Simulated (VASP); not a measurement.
# BiTe (R-3m) in VASP: notebook, part 2 of 2

VASP 6.6.1. Earlier steps stand in the parts before.

### Step 3. Single point, PBE

This run uses another cell than the first one, of the same volume but with other edges.

Input file INCAR:

```
ALGO     = Normal         # electronic algorithm
EDIFF    = 1E-7           # SCF threshold, eV
ENCUT    = 520            # plane-wave cutoff, eV
GGA      = PE             # functional
ISIF     = 2              # what is computed and relaxed
ISMEAR   = 0              # smearing method
LASPH    = True           # aspherical terms in the spheres
LCHARG   = False          # write CHGCAR
LREAL    = False          # projectors in reciprocal space
LWAVE    = False          # write WAVECAR
NBANDS   = 18             # bands
NELM     = 80             # most SCF steps
PREC     = Accurate       # precision mode
SIGMA    = 0.15           # smearing width, eV
```

Input file KPOINTS:

```
k-points
0
Gamma
  14 14 14
```

Input file POSCAR:

```
BiTe
1.0
   -0.3415083366      3.0735750294      3.0735750294
    3.0735750294     -0.3415083366      3.0735750294
    3.0735750294      3.0735750294     -0.3415083366
Bi Te
1 1
Direct
    0.0000000000      0.0000000000      0.0000000000
    0.5000000000      0.5000000000      0.5000000000
```

Potentials or basis: VASP PAW PBE potentials, release 64 (Bi_d, Te).

Command:

```sh
$ cat potpaw_PBE.64/Bi_d/POTCAR potpaw_PBE.64/Te/POTCAR > POTCAR
$ mpirun -np 1 vasp_std > vasp.out
```

OUTCAR:

```text
EDIFF = 1E-7
   ENCUT = 520
   GGA = PE
   ISIF = 2
   ISMEAR = 0
   LASPH = True
   LREAL = False
   NELM = 80
   PREC = Accurate

 ion  position               nearest neighbor table
   1  0.000  0.000  0.000-   2 3.25   2 3.25   2 3.25   2 3.25   2 3.25   2 3.25
   2  0.500  0.500  0.500-   1 3.25   1 3.25   1 3.25   1 3.25   1 3.25   1 3.25

  LATTYP: Found a trigonal (rhomboedric) cell.
 ALAT       =     4.3600865664
 COS(alpha) =     0.3865030675

  Lattice vectors:

 A1 = (  -0.3415083366,   3.0735750294,   3.0735750294)
 A2 = (   3.0735750294,  -0.3415083366,   3.0735750294)
 A3 = (   3.0735750294,   3.0735750294,  -0.3415083366)

Analysis of symmetry for initial positions (statically):
=====================================================================
 Subroutine PRICEL returns:
 Original cell was already a primitive cell.

 Routine SETGRP: Setting up the symmetry group for a
 trigonal (rhombohedral) supercell.

 Subroutine GETGRP returns: Found 12 space group operations
 (whereof 12 operations were pure point group operations)
 out of a pool of 12 trial point group operations.

The static configuration has the point symmetry D_3d.
[... 155 lines left out ...]
  ext. energy  EPLUGINS =         0.00000000
  ---------------------------------------------------
  free energy    TOTEN  =        -7.18766240 eV

  energy without entropy =       -7.17138049  energy(sigma->0) =       -7.17952145

 E-fermi :   6.6388     XC(G=0):  -9.4560

 val. band max:        6.6380754119   @ k =  -0.2857   0.3571   0.2143
 cond. band min:       6.6397159614   @ k =  -0.4286   0.5000   0.2857
 fundamental gap:      0.0016405495
 Fermi energy:         6.6388421611

 k-point     1 :       0.0000    0.0000    0.0000
  band No.  band energies     occupation
      1     -16.5889      2.00000
      2     -16.5889      2.00000
      3     -16.5789      2.00000
      4     -16.5789      2.00000
      5     -16.5662      2.00000
      6      -6.8369      2.00000
[... 481 lines left out ...]
      5     -16.5645      2.00000
      6      -6.1954      2.00000
[... 10 lines left out ...]
     17      14.2400      0.00000
     18      15.0091      0.00000

 [... further k-points ...]
[... 5 lines left out ...]
  --------------------------------------------------------------------------------------
  -------------------------------------------------------------------------------------
  Total       -0.0469483     -0.0469483     -0.0469483     -0.0117655     -0.0117655     -0.0117655
  in kB       -1.1109073     -1.1109073     -1.1109073     -0.2783982     -0.2783982     -0.2783982
  external PRESSURE =      -1.1109073 kB  Pullay stress =       0.0000000 kB

 VOLUME and BASIS-vectors are now :
 -----------------------------------------------------------------------------
  energy-cutoff  :      520.00
  volume of cell :       67.71
      direct lattice vectors                 reciprocal lattice vectors
    -0.341508337  3.073575029  3.073575029    -0.137796998  0.155021623  0.155021623
     3.073575029 -0.341508337  3.073575029     0.155021623 -0.137796998  0.155021623
     3.073575029  3.073575029 -0.341508337     0.155021623  0.155021623 -0.137796998

 POSITION                                       TOTAL-FORCE (eV/Angst)
 -----------------------------------------------------------------------------------
      0.00000      0.00000      0.00000         0.000000      0.000000     -0.000000
      2.90282      2.90282      2.90282        -0.000000     -0.000000      0.000000
 -----------------------------------------------------------------------------------
    total drift:                                0.000000     -0.000000     -0.000000

  FREE ENERGIE OF THE ION-ELECTRON SYSTEM (eV)
  ---------------------------------------------------
  free  energy   TOTEN  =        -7.1876624002 eV

  energy  without entropy=       -7.1713804931  energy(sigma->0) =       -7.17952145
```

OSZICAR:

```text
N       E                     dE             d eps       ncg     rms          rms(c)
DAV:   1     0.158876087525E+03    0.15888E+03   -0.98082E+03 10376   0.112E+03
DAV:   2     0.487055735081E+01   -0.15401E+03   -0.15010E+03 11158   0.306E+02
DAV:   3    -0.688787448578E+01   -0.11758E+02   -0.11633E+02 12572   0.890E+01
DAV:   4    -0.721197283362E+01   -0.32410E+00   -0.32374E+00 12768   0.159E+01
DAV:   5    -0.722612978019E+01   -0.14157E-01   -0.14156E-01 14454   0.313E+00    0.582E+00
DAV:   6    -0.718369549178E+01    0.42434E-01   -0.14060E-01 14706   0.220E+00    0.362E+00
DAV:   7    -0.718754779828E+01   -0.38523E-02   -0.33099E-02 12162   0.901E-01    0.755E-01
DAV:   8    -0.718753310319E+01    0.14695E-04   -0.47537E-03 12572   0.460E-01    0.138E-01
DAV:   9    -0.718766273179E+01   -0.12963E-03   -0.49021E-04 12276   0.134E-01    0.555E-02
DAV:  10    -0.718766288564E+01   -0.15385E-06   -0.24233E-05 13426   0.299E-02    0.330E-02
DAV:  11    -0.718766319756E+01   -0.31193E-06   -0.20283E-05 12182   0.322E-02    0.576E-03
DAV:  12    -0.718766253622E+01    0.66134E-06   -0.40606E-06 12940   0.158E-02    0.352E-03
DAV:  13    -0.718766243123E+01    0.10499E-06   -0.30535E-07 11868   0.379E-03    0.133E-03
DAV:  14    -0.718766240017E+01    0.31058E-07   -0.36633E-08  6314   0.188E-03
   1 F= -.71876624E+01 E0= -.71795214E+01  d E =-.162819E-01
```

stdout:

```text
POSCAR found type information on POSCAR BiTe
 POSCAR found :  2 types and       2 ions
 scaLAPACK will be used
 LDA part: xc-table for (Slater+PW92), standard interpolation
 POSCAR, INCAR and KPOINTS ok, starting setup
 FFT: planning ... GRIDC
 FFT: planning ... GRID_SOFT
 FFT: planning ... GRID
 WAVECAR not read
 entering main loop
```

It took 8.3 min on 1 thread of Intel Xeon 8259CL, shared host; peak memory 0.42 GiB.

What came out:

```yaml
Free_energy: -7.1877 eV
Pressure: -0.1 GPa
Band_gap_on_the_k_mesh: zero (an odd number of electrons rules out a gap without spin polarisation)
```

Levels at points of the mesh, in eV from the Fermi level:
```
           k point  band 6  band 7  band 8  band 9  band 10  band 11  band 12  band 13  band 14  band 15
(0.00, 0.00, 0.00)  -13.48   -8.28   -2.89   -2.89    -1.67     1.87     2.45     2.45     4.11     4.11
(0.50, 0.00, 0.00)  -11.58  -11.34   -1.88   -1.83    -1.10    -0.95    -0.62     0.23     6.75     6.88
(0.50, 0.50, 0.00)  -11.70   -9.98   -5.60   -4.44    -3.36     2.39     3.10     3.58     4.59     8.23
(0.50, 0.50, 0.50)  -11.26  -10.97   -2.33   -2.33    -2.19    -1.51    -1.22    -1.22     7.91     8.45
```

Caveat: spin-orbit coupling is left out, which moves the levels of the heavy elements.
